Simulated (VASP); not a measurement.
A run of VASP 6.6.1 is set up as follows.

INCAR

```
  ALGO = Normal
  EDIFF = 1E-6
  ENCUT = 500
  GGA = PE
  GGA_COMPAT = False
  ISIF = 2
  ISMEAR = 0
  IVDW = 12
  LASPH = True
  LCHARG = True
  LELF = True
  LREAL = False
  LVHAR = True
  LWAVE = False
  NBANDS = 19
  NELM = 120
  PREC = Accurate
  SIGMA = 0.1
```

KPOINTS

```
k-points
0
Gamma
  15 15 8
```

The input POSCAR:

```
TiSe2
1.0
    3.4811856662      0.0000000000      0.0000000000
   -1.7405928331      3.0147952222      0.0000000000
    0.0000000000      0.0000000000      5.8709880419
Ti Se
1 2
Direct
    0.0000000000      0.0000000000      0.0000000000
    0.3333333333      0.6666666667      0.2646599412
    0.6666666667      0.3333333333      0.7353400588
```

Potentials or basis: VASP PAW PBE potentials, release 64 (Ti_sv, Se).

The run is started by

```bash
$ cat potpaw_PBE.64/Ti_sv/POTCAR potpaw_PBE.64/Se/POTCAR > POTCAR
$ mpirun -np 1 vasp_std > vasp.out
```

(1) Estimate the pressure.

(2) Predict the dispersion energy per atom.

(3) Estimate the band gap on the k mesh.

Answers

(1) 0.1 GPa.

(2) -0.450 eV.

(3) zero (band 12 reaches 5.89 eV, above the bottom of band 13 at 5.14 eV).

Caveat: pairwise dispersion overbinds metals, which lowers pressure and volume.
